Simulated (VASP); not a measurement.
# Fe in VASP: notebook, part 2 of 2

VASP 6.6.1. The steps go on from the part before.

## (4) Single point, PBEsol (volume scaled by 1.12)

INCAR reads:

```
SYSTEM = Fe
PREC = Accurate ; ENCUT = 520
EDIFF = 1E-6 ; ISMEAR = -1
SIGMA = 0.1 ; LREAL = .FALSE.
LASPH = .TRUE. ; NELM = 60
ALGO = Normal ; ISIF = 2
LWAVE = .FALSE. ; LCHARG = .TRUE.
GGA = PS ; LELF = .TRUE.
LVHAR = .TRUE. ; NBANDS = 10
```

KPOINTS reads:

```
regular mesh
0
G
  18 18 18
  0 0 0
```

POSCAR reads:

```
Fe
1.0
    0.0000000000      1.7689087526      1.7689087526
    1.7689087526      0.0000000000      1.7689087526
    1.7689087526      1.7689087526      0.0000000000
Fe
1
Direct
    0.0000000000      0.0000000000      0.0000000000
```

Potentials or basis: VASP PAW PBE potentials, release 64 (Fe).

The run is started by

```bash
$ cat potpaw_PBE.64/Fe/POTCAR > POTCAR
$ mpirun -np 1 vasp_std > vasp.out
```

OUTCAR:

```text
SYSTEM = Fe
   PREC = Accurate
   ENCUT = 520
   EDIFF = 1E-6
   ISMEAR = -1
   LREAL = .FALSE.
   LASPH = .TRUE.
   NELM = 60
   ISIF = 2
   GGA = PS

 ion  position               nearest neighbor table
   1  0.000  0.000  0.000-

  LATTYP: Found a face centered cubic cell.
 ALAT       =     3.5378175052

  Lattice vectors:

 A1 = (   0.0000000000,   1.7689087526,   1.7689087526)
 A2 = (   1.7689087526,   0.0000000000,   1.7689087526)
 A3 = (   1.7689087526,   1.7689087526,   0.0000000000)

Analysis of symmetry for initial positions (statically):
=====================================================================
 Subroutine PRICEL returns:
 Original cell was already a primitive cell.

 Routine SETGRP: Setting up the symmetry group for a
 face centered cubic supercell.

 Subroutine GETGRP returns: Found 48 space group operations
 (whereof 48 operations were pure point group operations)
 out of a pool of 48 trial point group operations.

The static configuration has the point symmetry O_h .

Analysis of symmetry for dynamics (positions and initial velocities):
=====================================================================
 Subroutine PRICEL returns:
 Original cell was already a primitive cell.

 Routine SETGRP: Setting up the symmetry group for a
 face centered cubic supercell.

 Subroutine GETGRP returns: Found 48 space group operations
 (whereof 48 operations were pure point group operations)
 out of a pool of 48 trial point group operations.

The dynamic configuration has the point symmetry O_h .

 Subroutine INISYM returns: Found 48 space group operations
 (whereof 48 operations are pure point group operations),
 and found     1 'primitive' translations

----------------------------------------------------------------------------------------

                                     Primitive cell

  volume of cell :      11.0700

  direct lattice vectors                    reciprocal lattice vectors
[... 103 lines left out ...]
   IMIX   =      4    mixing-type and parameters
     AMIX     =   0.40;   BMIX     =  1.00
     AMIX_MAG =   1.60;   BMIX_MAG =  1.00
  volume/ion in A,a.u.               =      11.07        74.70
  Fermi-wavevector in a.u.,A,eV,Ry     =   1.469116  2.776227 29.365476  2.158302
  Thomas-Fermi vector in A             =   2.584532
   LORBIT       =      0    0 simple, 1 ext, 2 COOP (PROOUT), +10 PAW based schemes
   GGA     = PS    functional components
   LHFCALC =     F    Hartree Fock is set to
   AEXX    =    0.0000 exact exchange contribution
   IVDW    =     0    specifies the selected vdW correction
   LEPSILON=     F    determine dielectric tensor
   LRPA    =     F    only Hartree local field effects (RPA)
 non-spin polarized calculation
  energy-cutoff  :      520.00
  volume of cell :       11.07
 maximum number of plane-waves:       310
   NGX =  9   NGY =  9   NGZ =  9

 number of electron       7.9999995 magnetization

 Free energy of the ion-electron system (eV)
  ---------------------------------------------------
  ext. energy  EPLUGINS =         0.00000000
  ---------------------------------------------------
  free energy    TOTEN  =        -8.76395157 eV

  energy without entropy =       -8.69993756  energy(sigma->0) =       -8.73194457

 E-fermi :   5.7921     XC(G=0): -13.4736

 val. band max:        5.7903063008   @ k =  -0.4444   0.4444   0.0556
 cond. band min:       5.8170188586   @ k =   0.1667   0.1111   0.0556
 fundamental gap:      0.0267125579
 Fermi energy:         5.7920647919

 k-point     1 :       0.0000    0.0000    0.0000
  band No.  band energies     occupation
      1      -2.6364      2.00000
      2       4.3318      2.00000
      3       4.3318      2.00000
      4       4.3318      2.00000
      5       5.7247      1.32458
      6       5.7247      1.32458
      7      28.4479      0.00000
      8      33.3504      0.00000
      9      33.3504      0.00000
     10      33.3504      0.00000
[... 287 lines left out ...]
 k-point    24 :      -0.2222    0.0556    0.0000
  band No.  band energies     occupation
      1      -0.4505      2.00000
      2       3.7967      2.00000
      3       4.5742      1.99999
      4       4.6441      1.99998
      5       5.6159      1.70690
      6       6.0324      0.16579
      7      21.7177      0.00000
      8      27.8255      0.00000
      9      31.2082      0.00000
     10      33.6856      0.00000

 [... further k-points ...]
[... 5 lines left out ...]
  --------------------------------------------------------------------------------------
  -------------------------------------------------------------------------------------
  Total       -1.9083919     -1.9083919     -1.9083919      0.0000000     -0.0000000      0.0000000
  in kB     -276.2051994   -276.2051994   -276.2051994      0.0000000     -0.0000000      0.0000000
  external PRESSURE =    -276.2051994 kB  Pullay stress =       0.0000000 kB

 VOLUME and BASIS-vectors are now :
 -----------------------------------------------------------------------------
  energy-cutoff  :      520.00
  volume of cell :       11.07
      direct lattice vectors                 reciprocal lattice vectors
     0.000000000  1.768908753  1.768908753    -0.282660142  0.282660142  0.282660142
     1.768908753  0.000000000  1.768908753     0.282660142 -0.282660142  0.282660142
     1.768908753  1.768908753  0.000000000     0.282660142  0.282660142 -0.282660142

 POSITION                                       TOTAL-FORCE (eV/Angst)
 -----------------------------------------------------------------------------------
      0.00000      0.00000      0.00000         0.000000      0.000000     -0.000000
 -----------------------------------------------------------------------------------
    total drift:                               -0.000000     -0.000000     -0.000000

  FREE ENERGIE OF THE ION-ELECTRON SYSTEM (eV)
  ---------------------------------------------------
  free  energy   TOTEN  =        -8.7639515738 eV

  energy  without entropy=       -8.6999375576  energy(sigma->0) =       -8.73194457
```

stdout:

```text
POSCAR found type information on POSCAR Fe
 POSCAR found :  1 types and       1 ions
 scaLAPACK will be used
 -----------------------------------------------------------------------------
|                                                                             |
|                                                                             |
|     You enforced a specific xc type in the INCAR file but a different       |
|     I HOPE YOU KNOW WHAT YOU ARE DOING!                                     |
|                                                                             |
 -----------------------------------------------------------------------------

 LDA part: xc-table for (Slater+PW92), standard interpolation
 POSCAR, INCAR and KPOINTS ok, starting setup
 FFT: planning ... GRIDC
 FFT: planning ... GRID_SOFT
 FFT: planning ... GRID
 WAVECAR not read
 entering main loop
```

It took 9.3 s on 1 thread of AMD EPYC 9R45 (Zen 5), shared host; peak memory 0.11 GiB.

What came out:

```yaml
Free_energy: -8.7640 eV
Pressure: -27.6 GPa
Band_gap_on_the_k_mesh: zero (band 4 reaches 6.92 eV, above the bottom of band 5 at 5.17 eV)
```

Caveat: the cell differs from its parent crystal (volume scaled by 1.12); the PAW data sets were made with another functional, which shifts forces and pressure a little; the run has no spin polarisation, though such a crystal can be magnetic. Spin polarisation is off, so any magnetic state and its effect on volume and gap are missing.

## (5) Relaxation of cell and atoms, PBEsol

This run uses another cell than the first one, of 11.78 Å³/atom, 1.192 times its volume.

INCAR reads:

```
PREC = Accurate ; ENCUT = 600
EDIFF = 1E-6 ; ISMEAR = -1
SIGMA = 0.1 ; LREAL = False
LASPH = True ; NELM = 80
ALGO = Normal ; ISIF = 3
LWAVE = False ; LCHARG = False
GGA = PS ; IBRION = 2
NSW = 80 ; EDIFFG = -0.01
```

KPOINTS reads:

```
regular mesh
0
Gamma
  15 15 15
```

POSCAR reads:

```
Fe
1.0
    0.0000000000      1.8057818448      1.8057818448
    1.8057818448      0.0000000000      1.8057818448
    1.8057818448      1.8057818448      0.0000000000
Fe
1
Direct
    0.0000000000      0.0000000000      0.0000000000
```

The run is started by

```bash
$ cat potpaw_PBE.64/Fe/POTCAR > POTCAR
$ mpirun -np 1 vasp_std > vasp.out
```

It took 16 s on 1 thread of AMD EPYC 9R45 (Zen 5), shared host; peak memory 0.11 GiB.

It converged, with:

| Item | Value |
| --- | --- |
| Free energy | -8.8808 eV |
| Relaxed volume | 9.86 Å³/atom |
| Relaxed cell | a = 2.407 Å, b = 2.407 Å, c = 2.407 Å, α = 60.00°, β = 60.00°, γ = 60.00° |
| Space group after relaxing (to 0.05 Å) | Fm-3m (No. 225) |
| Energy gained by relaxing | 260.2 meV/atom |
| Ionic steps | 5 |
| Pressure after relaxing | 0.1 GPa |
| Band gap on the k mesh | zero (band 4 reaches 8.36 eV, above the bottom of band 5 at 6.18 eV) |

The path:
```tsv
step	energy change (eV)	largest force (eV/Å)	pressure (GPa)	volume (Å³)
1	0.0000	0.0000	-36.87	11.78
2	0.4562	0.0000	134.78	7.74
3	-0.2589	0.0000	-3.53	9.98
4	-0.2601	0.0000	-1.20	9.90
5	-0.2602	0.0000	0.12	9.86
```

Final structure:
```yaml
crystal:
  lattice:
    - [0.00000, 1.70219, 1.70219]
    - [1.70219, 0.00000, 1.70219]
    - [1.70219, 1.70219, 0.00000]
  atoms:
    - { symbol: Fe, position: [0.00000, 0.00000, 0.00000] }
```

Levels at points of the mesh, in eV from the Fermi level:
```tsv
k point	band 1	band 2	band 3	band 4	band 5	band 6	band 7	band 8
(0.00, 0.00, 0.00)	-9.09	-1.72	-1.72	-1.72	-0.07	-0.07	23.63	29.37
```

Caveat: the volume moved by over 15 % at a fixed basis, so the end points are rough; the PAW data sets were made with another functional, which shifts forces and pressure a little; the run has no spin polarisation, though such a crystal can be magnetic.

## (6) Single point, PBEsol, collinear spin, antiferromagnetic start

This run uses another cell than the first one: it holds 2 atoms, not 1.

INCAR reads:

```
SYSTEM = Fe
ALGO = Normal ; EDIFF = 1E-7
ENCUT = 520 ; GGA = PS
ISIF = 2 ; ISMEAR = -1
ISPIN = 2 ; LASPH = .True.
LCHARG = .True. ; LELF = .True.
LMAXMIX = 4 ; LORBIT = 11
LREAL = .False. ; LVHAR = .True.
LWAVE = .False. ; MAGMOM = 2.5 -2.5
NBANDS = 19 ; NELM = 150
PREC = Accurate ; SIGMA = 0.05
```

KPOINTS reads:

```
k-points
0
Gamma
  12 12 9
  0 0 0
```

POSCAR reads:

```
Fe
1.0
    2.3949354813      0.0000000000      0.0000000000
    0.0000000000      2.3949354813      0.0000000000
    0.0000000000      0.0000000000      3.5415172634
Fe
2
Direct
    1.0000000000      0.0000000000      0.0000000000
    0.5000000000      0.5000000000      0.5000000000
```

Potentials or basis: VASP PAW PBE potentials, release 64 (Fe).

The run is started by

```bash
$ cat potpaw_PBE.64/Fe/POTCAR > POTCAR
$ mpirun -np 1 vasp_std > vasp.out
```

Run time: 71 s. Hardware: 1 thread of Intel Xeon 6975P-C, shared host; peak memory 0.19 GiB.

It converged, with:

| Quantity | Value |
| --- | --- |
| Free energy | -17.7687 eV |
| Pressure | -0.2 GPa |
| Band gap on the k mesh | zero (filled and empty bands overlap) |
| Net moment | 0.00 μB per cell |
| Site moments | Fe +1.22, -1.22 μB |
| Valence electrons inside the program's atomic spheres | Fe 7.53 |

Stress tensor (GPa, compression positive):
```
-0.41  0.00  0.00
 0.00 -0.41  0.00
 0.00  0.00  0.19
```

Levels at points of the mesh, in eV from the Fermi level:
Spin up:
```
           k point  band 4  band 5  band 6  band 7  band 8  band 9  band 10  band 11  band 12  band 13
(0.00, 0.00, 0.00)   -2.02   -1.80   -1.80   -0.53   -0.40    1.26     1.26     1.37     2.30    10.91
(0.50, 0.00, 0.00)   -2.94   -2.49   -2.11   -1.64   -0.80   -0.09     0.46     2.49     3.23    12.90
(0.50, 0.50, 0.00)   -4.49    0.60    0.83    1.06    1.06    1.10     1.73     3.43     3.43    11.91
```
Spin down:
| k point | band 5 | band 6 | band 7 | band 8 | band 9 | band 10 | band 11 | band 12 |
| --- | --- | --- | --- | --- | --- | --- | --- | --- |
| (0.00, 0.00, 0.00) | -1.80 | -1.80 | -0.53 | -0.40 | 1.26 | 1.26 | 1.37 | 2.30 |
| (0.50, 0.00, 0.00) | -2.49 | -2.11 | -1.64 | -0.80 | -0.09 | 0.46 | 2.49 | 3.23 |
| (0.50, 0.50, 0.00) | 0.60 | 0.83 | 1.06 | 1.06 | 1.10 | 1.73 | 3.43 | 3.43 |

Caveat: the PAW data sets were made with another functional, which shifts forces and pressure a little.

## (7) Summary

| task | spin | cell | k mesh | cutoff (eV) | smearing | gap on the mesh (eV) | pressure (GPa) |
| --- | --- | --- | --- | --- | --- | --- | --- |
| single point | off | a = 2.409 Å, angles 60.0°, 1 atom | 15 × 15 × 15 | 520 | fermi-dirac 0.1 eV | none | -0.4 |
| single point | off | a = 2.308 Å, angles 60.0°, 1 atom | 18 × 18 × 18 | 520 | fermi-dirac 0.1 eV | none | 53.7 |
| single point | off | a = 2.502 Å, angles 60.0°, 1 atom | 18 × 18 × 18 | 520 | fermi-dirac 0.1 eV | none | -27.6 |
| relaxation of cell and atoms | off | relaxed from a = 2.554 Å, angles 60.0°, 1 atom | 15 × 15 × 15 | 600 | fermi-dirac 0.1 eV | none | 0.1 |
| single point | collinear, antiferromagnetic start | a = 2.395, b = 2.395, c = 3.542 Å, 2 atoms | 12 × 12 × 9 | 520 | fermi-dirac 0.05 eV | none | -0.2 |

Alike in all rows: level PBEsol; potentials or basis VASP PAW PBE potentials, release 64 (Fe).

Caveats: the PAW data sets were made with another functional, which shifts forces and pressure a little; the volume moved by over 15 % at a fixed basis, so the end points are rough (some runs).

Total energies depend on the potentials used, so only differences within one code and one set of settings carry meaning.
